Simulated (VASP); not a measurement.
# GaN in VASP: a series of runs

Runs on GaN. Level: LDA. Tasks: single point.

Everything below comes from runs of VASP 6.6.1. Logs are shortened: lines on timing, memory, paths and dates and some standing lists are left out, and cuts for length are marked.

### Step 1. The cell of the first run

The structure is orthorhombic, space group Pmc2_1 (No. 26). The conventional cell has a = 3.152 Å, b = 5.459 Å, c = 5.138 Å, α = 90.00°, β = 90.00°, γ = 90.00°. Ga (site symmetry m) has 4 N at 1.92 to 1.94 Å within 2.5 Å. Within 2.5 Å of Ga (site symmetry m) lie 4 N at 1.91 to 1.94 Å. Within 2.6 Å of N (site symmetry m) lie 4 Ga at 1.94 Å. Within 2.5 Å of N (site symmetry m) lie 4 Ga at 1.91 to 1.92 Å.

### Step 2. Single point, LDA (mode 11 frozen in at -0.019 Å and mode 13 at +0.000 Å (largest displacements))

File INCAR:

```
ALGO = Normal
EDIFF = 1E-6
ENCUT = 520
ISIF = 2
ISMEAR = 0
LASPH = True
LCHARG = False
LREAL = False
LWAVE = False
NBANDS = 46
NELM = 80
PREC = Accurate
SIGMA = 0.05
```

File KPOINTS:

```
k-points
0
Gamma
  8 6 6
```

File POSCAR:

```
GaN
1.0
   -3.1515767111      0.0000000000      0.0000000000
    0.0000000000      0.0000000000     -5.1382481593
    0.0000000000     -5.4586909876      0.0000000000
Ga N
4 4
Direct
    0.5000000000      0.0019918376      0.1699284750
    0.0000000000     -0.0005893318      0.6634048584
    0.0000000000      0.4994106682      0.3365951416
    0.5000000000      0.5019918376      0.8300715250
    0.5000000000      0.6236998526      0.1671385711
    0.0000000000      0.6248976416      0.6661947623
    0.0000000000      0.1248976416      0.3338052377
    0.5000000000      0.1236998526      0.8328614289
```

Potentials or basis: VASP PAW LDA potentials, release 64 (Ga_d, N).

Started as:

```sh
cat potpaw_LDA.64/Ga_d/POTCAR potpaw_LDA.64/N/POTCAR > POTCAR
mpirun -np 1 vasp_std > vasp.out
```

OUTCAR:

```text
EDIFF = 1E-6
   ENCUT = 520
   ISIF = 2
   ISMEAR = 0
   LASPH = True
   LREAL = False
   NELM = 80
   PREC = Accurate

 ion  position               nearest neighbor table
   1  0.500  0.002  0.170-   7 1.92   7 1.92   8 1.94   5 1.94
   2  0.000  0.999  0.663-   7 1.91   6 1.92   8 1.94   8 1.94
   3  0.000  0.499  0.337-   6 1.91   7 1.92   5 1.94   5 1.94
   4  0.500  0.502  0.830-   6 1.92   6 1.92   5 1.94   8 1.94
   5  0.500  0.624  0.167-   3 1.94   3 1.94   4 1.94   1 1.94
   6  0.000  0.625  0.666-   3 1.91   4 1.92   4 1.92   2 1.92
   7  0.000  0.125  0.334-   2 1.91   1 1.92   1 1.92   3 1.92
   8  0.500  0.124  0.833-   2 1.94   2 1.94   1 1.94   4 1.94

  LATTYP: Found a simple orthorhombic cell.
 ALAT       =     3.1515767111
 B/A-ratio  =     1.6303738193
 C/A-ratio  =     1.7320508076

  Lattice vectors:

 A1 = (  -3.1515767111,   0.0000000000,   0.0000000000)
 A2 = (   0.0000000000,   0.0000000000,  -5.1382481593)
 A3 = (   0.0000000000,  -5.4586909876,   0.0000000000)

Analysis of symmetry for initial positions (statically):
=====================================================================
 Subroutine PRICEL returns:
 Original cell was already a primitive cell.

 Routine SETGRP: Setting up the symmetry group for a
 simple orthorhombic supercell.

 Subroutine GETGRP returns: Found  4 space group operations
 (whereof  2 operations were pure point group operations)
 out of a pool of  8 trial point group operations.

The static configuration has the point symmetry C_1h.
 The point group associated with its full space group is C_2v.

Analysis of symmetry for dynamics (positions and initial velocities):
=====================================================================
 Subroutine PRICEL returns:
 Original cell was already a primitive cell.

 Routine SETGRP: Setting up the symmetry group for a
 simple orthorhombic supercell.

 Subroutine GETGRP returns: Found  4 space group operations
 (whereof  2 operations were pure point group operations)
 out of a pool of  8 trial point group operations.

The dynamic configuration has the point symmetry C_1h.
 The point group associated with its full space group is C_2v.

 Subroutine INISYM returns: Found  4 space group operations
 (whereof  2 operations are pure point group operations),
 and found     1 'primitive' translations

----------------------------------------------------------------------------------------

                                     Primitive cell

  volume of cell :      88.3958

  direct lattice vectors                    reciprocal lattice vectors
    -3.151576711  0.000000000  0.000000000    -0.317301494  0.000000000  0.000000000
     0.000000000  0.000000000 -5.138248159     0.000000000  0.000000000 -0.194618860
     0.000000000 -5.458690988  0.000000000     0.000000000 -0.183194103  0.000000000

  length of vectors
     3.151576711  5.138248159  5.458690988     0.317301494  0.194618860  0.183194103

  position of ions in fractional coordinates (direct lattice)
     0.500000000  0.001991838  0.169928475
     0.000000000  0.999410668  0.663404858
     0.000000000  0.499410668  0.336595142
     0.500000000  0.501991838  0.830071525
     0.500000000  0.623699853  0.167138571
     0.000000000  0.624897642  0.666194762
     0.000000000  0.124897642  0.333805238
     0.500000000  0.123699853  0.832861429

  ion indices of the primitive-cell ions
   primitive index   ion index
                 1           1
                 2           2
                 3           3
                 4           4
                 5           5
                 6           6
                 7           7
                 8           8

----------------------------------------------------------------------------------------

 KPOINTS: k-points

Automatic generation of k-mesh.
 Grid dimensions read from file:
 generate k-points for:    8    6    6

 Generating k-lattice:

  Cartesian coordinates                     Fractional coordinates (reciprocal lattice)
    -0.039662687  0.000000000  0.000000000     0.125000000  0.000000000  0.000000000
     0.000000000  0.000000000 -0.032436477     0.000000000  0.166666667  0.000000000
     0.000000000 -0.030532351  0.000000000     0.000000000  0.000000000  0.166666667

  Length of vectors
     0.039662687  0.032436477  0.030532351

  Shift w.r.t. Gamma in fractional coordinates (k-lattice)
     0.000000000  0.000000000  0.000000000

 Subroutine IBZKPT returns following result:
 ===========================================

 Found     80 irreducible k-points:

 Following reciprocal coordinates:
            Coordinates               Weight
  0.000000  0.000000  0.000000      1.000000
  0.125000  0.000000  0.000000      2.000000
  0.250000  0.000000  0.000000      2.000000
  0.375000  0.000000  0.000000      2.000000
  0.500000  0.000000  0.000000      1.000000
  0.000000  0.166667  0.000000      2.000000
[... 16 lines left out ...]
  0.250000  0.000000  0.166667      4.000000
  0.375000  0.000000  0.166667      4.000000
 [... further k-points ...]
   k-points           NKPTS =     80   k-points in BZ     NKDIM =     80   number of bands    NBANDS=     46
   number of dos      NEDOS =    301   number of ions     NIONS =      8
   total plane-waves  NPLWV =  40320
   dimension x,y,z NGX =    24 NGY =   40 NGZ =   42
   dimension x,y,z NGXF=    48 NGYF=   80 NGZF=   84
   ions per type =               4   4
   NGX,Y,Z   is equivalent  to a cutoff of  12.66, 12.94, 12.79 a.u.
   NGXF,Y,Z  is equivalent  to a cutoff of  25.32, 25.88, 25.58 a.u.
 SYSTEM =  unknown system
   PREC   = accura    normal or accurate (medium, high low for compatibility)
   ISTART =      0    job   : 0-new  1-cont  2-samecut
   ICHARG =      2    charge: 1-file 2-atom 10-const
   ISPIN  =      1    spin polarized calculation?
   LNONCOLLINEAR =      F non collinear calculations
   LSORBIT =      F    spin-orbit coupling
   LASPH  =      T    aspherical Exc in radial PAW
   ENCUT  =  520.0 eV  38.22 Ry    6.18 a.u.   5.86  9.55 10.15*2*pi/ulx,y,z
   NELM   =     80;   NELMIN=  2; NELMDL= -5     # of ELM steps
   EDIFF  = 0.1E-05   stopping-criterion for ELM
   LREAL  =      F    real-space projection
   EDIFFG = 0.1E-04   stopping-criterion for IOM
   NSW    =      0    number of steps for IOM
   IBRION =     -1    ionic relax: 0-MD 1-quasi-New 2-CG
   NFREE  =      0    steps in history (QN), initial steepest desc. (CG)
   ISIF   =      2    stress and relaxation
   ISYM   =      2    0-nonsym 1-usesym 2-fastsym
   POTIM  = 0.5000    time-step for ionic-motion
   TEBEG  =    0.0;   TEEND  =   0.0 temperature during run
   PSTRESS=    0.0 pullay stress
   NELECT =      72.0000    total number of electrons
   NUPDOWN=      -1.0000    fix difference up-down
   EMIN   =  10.00;   EMAX   =-10.00  energy-range for DOS
   EFERMI =   0.00;   METHOD = LEGACY
   ISMEAR =     0;   SIGMA  =   0.05  broadening in eV -4-tet -1-fermi 0-gaus
   EFERMI_NEDOS =   21; number of points for ismear=-14 and -15
   IALGO  =     38    algorithm
   IMIX   =      4    mixing-type and parameters
     AMIX     =   0.40;   BMIX     =  1.00
     AMIX_MAG =   1.60;   BMIX_MAG =  1.00
  volume/ion in A,a.u.               =      11.05        74.57
  Fermi-wavevector in a.u.,A,eV,Ry     =   1.528886  2.889176 31.803525  2.337493
  Thomas-Fermi vector in A             =   2.636583
   LORBIT       =      0    0 simple, 1 ext, 2 COOP (PROOUT), +10 PAW based schemes
   GGA     = CA    functional components
   LHFCALC =     F    Hartree Fock is set to
   AEXX    =    0.0000 exact exchange contribution
   IVDW    =     0    specifies the selected vdW correction
   LEPSILON=     F    determine dielectric tensor
   LRPA    =     F    only Hartree local field effects (RPA)
 non-spin polarized calculation
 Gauss-broadening in eV      SIGMA  =   0.05
  energy-cutoff  :      520.00
  volume of cell :       88.40
 maximum number of plane-waves:      2408
 NGX is ok and might be reduce to    24
   NGX = 11   NGY = 19   NGZ = 21

 number of electron      71.9999985 magnetization

 Free energy of the ion-electron system (eV)
  ---------------------------------------------------
  ext. energy  EPLUGINS =         0.00000000
  ---------------------------------------------------
  free energy    TOTEN  =       -55.80014664 eV

  energy without entropy =      -55.80014664  energy(sigma->0) =      -55.80014664

 E-fermi :   5.6679     XC(G=0): -12.2995

 val. band max:        5.4474973766   @ k =   0.0000   0.0000   0.0000
 cond. band min:       7.5867354805   @ k =   0.0000   0.0000   0.0000
 fundamental gap:      2.1392381039
 Fermi energy:         5.6679050876

 k-point     1 :       0.0000    0.0000    0.0000
  band No.  band energies     occupation
      1     -10.7164      2.00000
      2      -9.8324      2.00000
      3      -9.6211      2.00000
      4      -9.5360      2.00000
      5      -8.1474      2.00000
      6      -8.1322      2.00000
[... 38 lines left out ...]
     45      15.3454      0.00000
     46      15.8288      0.00000

 k-point     2 :       0.1250    0.0000    0.0000
  band No.  band energies     occupation
      1     -10.5945      2.00000
      2      -9.7991      2.00000
      3      -9.5911      2.00000
      4      -9.5361      2.00000
      5      -8.1342      2.00000
      6      -8.1145      2.00000
[... 38 lines left out ...]
     45      15.3706      0.00000
     46      15.7463      0.00000

 k-point     3 :       0.2500    0.0000    0.0000
  band No.  band energies     occupation
      1     -10.2882      2.00000
      2      -9.7275      2.00000
      3      -9.5439      2.00000
      4      -9.5281      2.00000
      5      -8.1293      2.00000
      6      -8.0888      2.00000
[... 38 lines left out ...]
     45      15.1594      0.00000
     46      15.5162      0.00000

 k-point     4 :       0.3750    0.0000    0.0000
  band No.  band energies     occupation
      1      -9.9693      2.00000
      2      -9.6689      2.00000
      3      -9.5700      2.00000
      4      -9.4790      2.00000
      5      -8.1341      2.00000
      6      -8.0849      2.00000
[... 920 lines left out ...]
     45      15.2686      0.00000
     46      15.8349      0.00000

 k-point    23 :       0.2500    0.0000    0.1667
  band No.  band energies     occupation
      1     -10.2405      2.00000
      2      -9.7392      2.00000
      3      -9.5705      2.00000
      4      -9.5116      2.00000
      5      -8.1226      2.00000
      6      -8.0897      2.00000
[... 38 lines left out ...]
     45      15.0595      0.00000
     46      15.6283      0.00000

 k-point    24 :       0.3750    0.0000    0.1667
  band No.  band energies     occupation
      1      -9.9521      2.00000
      2      -9.6755      2.00000
      3      -9.5800      2.00000
      4      -9.4749      2.00000
      5      -8.1246      2.00000
      6      -8.0753      2.00000
[... 38 lines left out ...]
     45      15.1403      0.00000
     46      15.3096      0.00000

 [... further k-points ...]

------------------------ aborting loop because EDIFF is reached ----------------------------------------

  FORCE on cell =-STRESS in cart. coord.  units (eV):
  Direction    XX          YY          ZZ          XY          YZ          ZX
  --------------------------------------------------------------------------------------
  -------------------------------------------------------------------------------------
  Total        0.6650538      0.6637558      0.6378783      0.0000000      0.0000000      0.0000000
  in kB       12.0541305     12.0306040     11.5615731      0.0000000      0.0000000      0.0000000
  external PRESSURE =      11.8821026 kB  Pullay stress =       0.0000000 kB

 VOLUME and BASIS-vectors are now :
 -----------------------------------------------------------------------------
  energy-cutoff  :      520.00
  volume of cell :       88.40
      direct lattice vectors                 reciprocal lattice vectors
    -3.151576711  0.000000000  0.000000000    -0.317301494  0.000000000  0.000000000
     0.000000000  0.000000000 -5.138248159     0.000000000  0.000000000 -0.194618860
     0.000000000 -5.458690988  0.000000000     0.000000000 -0.183194103  0.000000000

 POSITION                                       TOTAL-FORCE (eV/Angst)
 -----------------------------------------------------------------------------------
     -1.57579     -0.92759     -0.01023         0.000000      0.463014      0.178241
      0.00000     -3.62132     -5.13522         0.000000     -0.473289     -0.169893
      0.00000     -1.83737     -2.56610         0.000000      0.473289     -0.169893
     -1.57579     -4.53110     -2.57936         0.000000     -0.463014      0.178241
     -1.57579     -0.91236     -3.20472         0.000000      0.007553     -0.019599
      0.00000     -3.63655     -3.21088         0.000000     -0.023421      0.011251
      0.00000     -1.82214     -0.64176         0.000000      0.023421      0.011251
     -1.57579     -4.54633     -0.63560         0.000000     -0.007553     -0.019599
 -----------------------------------------------------------------------------------
    total drift:                               -0.000000     -0.000001      0.000645

  FREE ENERGIE OF THE ION-ELECTRON SYSTEM (eV)
  ---------------------------------------------------
  free  energy   TOTEN  =       -55.8001466440 eV

  energy  without entropy=      -55.8001466440  energy(sigma->0) =      -55.80014664
```

It took 4.6 min on 1 thread of Intel Xeon 6975P-C, shared host; peak memory 0.33 GiB.

What came out:

```
Free energy            : -55.8001 eV
Pressure               : 1.2 GPa
Largest force          : 0.503 eV/Å
Band gap on the k mesh : 2.14 eV
```

Forces in eV/Å, atoms in the order of the input:
```
Ga   0.000  0.463  0.178
Ga   0.000 -0.473 -0.170
Ga   0.000  0.473 -0.170
Ga   0.000 -0.463  0.178
N    0.000  0.008 -0.020
N    0.000 -0.023  0.011
N    0.000  0.023  0.011
N    0.000 -0.008 -0.020
```

Caveat: the cell differs from its parent crystal (mode 11 frozen in at -0.019 Å and mode 13 at +0.000 Å (largest displacements)).

### Step 3. Single point, LDA (mode 11 frozen in at +0.000 Å and mode 13 at -0.023 Å (largest displacements))

File INCAR:

```
  PREC = Accurate
  ENCUT = 520
  EDIFF = 1E-7
  ISMEAR = 0
  SIGMA = 0.05
  LREAL = False
  LASPH = True
  NELM = 100
  ALGO = Normal
  ISIF = 2
  LWAVE = False
  LCHARG = False
  GGA = CA
  NBANDS = 46
```

File KPOINTS:

```
regular mesh
0
Gamma
  8 6 6
```

File POSCAR:

```
GaN
1.0
   -3.1515767111      0.0000000000      0.0000000000
    0.0000000000      0.0000000000     -5.1382481593
    0.0000000000     -5.4586909876      0.0000000000
Ga N
4 4
Direct
    0.5000000000     -0.0001862700      0.1666674387
    0.0000000000     -0.0001862700      0.6666674387
    0.0000000000      0.4998137300      0.3333325613
    0.5000000000      0.4998137300      0.8333325613
    0.5000000000      0.6287165923      0.1666714144
    0.0000000000      0.6287165923      0.6666714144
    0.0000000000      0.1287165923      0.3333285856
    0.5000000000      0.1287165923      0.8333285856
```

Potentials or basis: VASP PAW LDA potentials, release 64 (Ga_d, N).

Started as:

```sh
cat potpaw_LDA.64/Ga_d/POTCAR potpaw_LDA.64/N/POTCAR > POTCAR
mpirun -np 1 vasp_std > vasp.out
```

OUTCAR:

```text
PREC = Accurate
   ENCUT = 520
   EDIFF = 1E-7
   ISMEAR = 0
   LREAL = False
   LASPH = True
   NELM = 100
   ISIF = 2
   GGA = CA

 ion  position               nearest neighbor table
   1  0.500  1.000  0.167-   5 1.91   7 1.94   7 1.94   8 1.94
   2  0.000  1.000  0.667-   6 1.91   8 1.94   8 1.94   7 1.94
   3  0.000  0.500  0.333-   7 1.91   5 1.94   5 1.94   6 1.94
   4  0.500  0.500  0.833-   8 1.91   6 1.94   6 1.94   5 1.94
[... 1409 lines left out ...]
  -------------------------------------------------------------------------------------
  Total        0.0052868     -0.0025838      1.9506216      0.0000000      0.0000000      0.0000000
  in kB        0.0958244     -0.0468321     35.3551054      0.0000000      0.0000000      0.0000000
  external PRESSURE =      11.8013659 kB  Pullay stress =       0.0000000 kB

 VOLUME and BASIS-vectors are now :
 -----------------------------------------------------------------------------
  energy-cutoff  :      520.00
  volume of cell :       88.40
      direct lattice vectors                 reciprocal lattice vectors
    -3.151576711  0.000000000  0.000000000    -0.317301494  0.000000000  0.000000000
     0.000000000  0.000000000 -5.138248159     0.000000000  0.000000000 -0.194618860
     0.000000000 -5.458690988  0.000000000     0.000000000 -0.183194103  0.000000000

 POSITION                                       TOTAL-FORCE (eV/Angst)
 -----------------------------------------------------------------------------------
     -1.57579     -0.90979     -5.13729         0.000000      0.000399     -0.369911
      0.00000     -3.63913     -5.13729        -0.000000      0.000399     -0.369911
      0.00000     -1.81956     -2.56817        -0.000000     -0.000399     -0.369911
     -1.57579     -4.54890     -2.56817        -0.000000     -0.000399     -0.369911
     -1.57579     -0.90981     -3.23050        -0.000000      0.000323      0.369911
      0.00000     -3.63915     -3.23050        -0.000000      0.000323      0.369911
      0.00000     -1.81954     -0.66138        -0.000000     -0.000323      0.369911
     -1.57579     -4.54888     -0.66138        -0.000000     -0.000323      0.369911
 -----------------------------------------------------------------------------------
    total drift:                               -0.000000      0.000008      0.000326

  FREE ENERGIE OF THE ION-ELECTRON SYSTEM (eV)
  ---------------------------------------------------
  free  energy   TOTEN  =       -55.7996960541 eV

  energy  without entropy=      -55.7996960541  energy(sigma->0) =      -55.79969605
```

stdout:

```text
POSCAR found type information on POSCAR GaN
 POSCAR found :  2 types and       8 ions
 scaLAPACK will be used
 LDA part: xc-table for (Slater(with rela. corr.)+CA(PZ))
 , standard interpolation
 POSCAR, INCAR and KPOINTS ok, starting setup
 FFT: planning ... GRIDC
 FFT: planning ... GRID_SOFT
 FFT: planning ... GRID
 WAVECAR not read
 entering main loop
```

Run time: 8 min. Hardware: 1 thread of Intel Xeon 6975P-C, shared host; peak memory 0.33 GiB.

Results:

- Free energy: -55.7997 eV
- Pressure: 1.2 GPa
- Largest force: 0.370 eV/Å
- Band gap on the k mesh: 2.11 eV

Forces in eV/Å, atoms in the order of the input:
```
Ga   0.000  0.000 -0.370
Ga   0.000  0.000 -0.370
Ga   0.000  0.000 -0.370
Ga   0.000  0.000 -0.370
N    0.000  0.000  0.370
N    0.000  0.000  0.370
N    0.000  0.000  0.370
N    0.000  0.000  0.370
```

Stress tensor (GPa, compression positive):
```
0.01 0.00 0.00
0.00 0.00 0.00
0.00 0.00 3.54
```

Levels at points of the mesh, in eV from the valence-band top:
```csv
k point,band 32,band 33,band 34,band 35,band 36,band 37,band 38,band 39,band 40,band 41
"(0.00, 0.00, 0.00)",-1.11,-1.00,-0.14,0.00,0.00,2.11,4.40,4.99,5.62,5.94
"(0.50, 0.00, 0.00)",-4.11,-2.15,-2.15,-2.13,-2.13,5.47,5.47,6.80,6.80,7.74
"(0.00, 0.50, 0.00)",-2.03,-0.57,-0.57,-0.57,-0.57,4.33,4.33,4.38,4.38,7.84
"(0.50, 0.50, 0.00)",-3.56,-1.81,-1.81,-1.81,-1.81,5.84,5.84,5.84,5.84,7.99
"(0.00, 0.00, 0.50)",-2.10,-0.86,-0.86,-0.50,-0.50,4.40,4.40,6.01,6.01,7.27
"(0.50, 0.00, 0.50)",-2.89,-2.46,-2.46,-1.00,-1.00,4.99,4.99,5.62,5.62,5.94
"(0.00, 0.50, 0.50)",-2.24,-1.36,-1.36,-1.36,-1.36,5.25,5.25,5.25,5.25,7.70
"(0.50, 0.50, 0.50)",-2.07,-2.03,-2.03,-2.03,-2.03,4.33,4.33,4.33,4.33,7.84
```

Caveat: the cell differs from its parent crystal (mode 11 frozen in at +0.000 Å and mode 13 at -0.023 Å (largest displacements)).

[end of part 1 of 2]
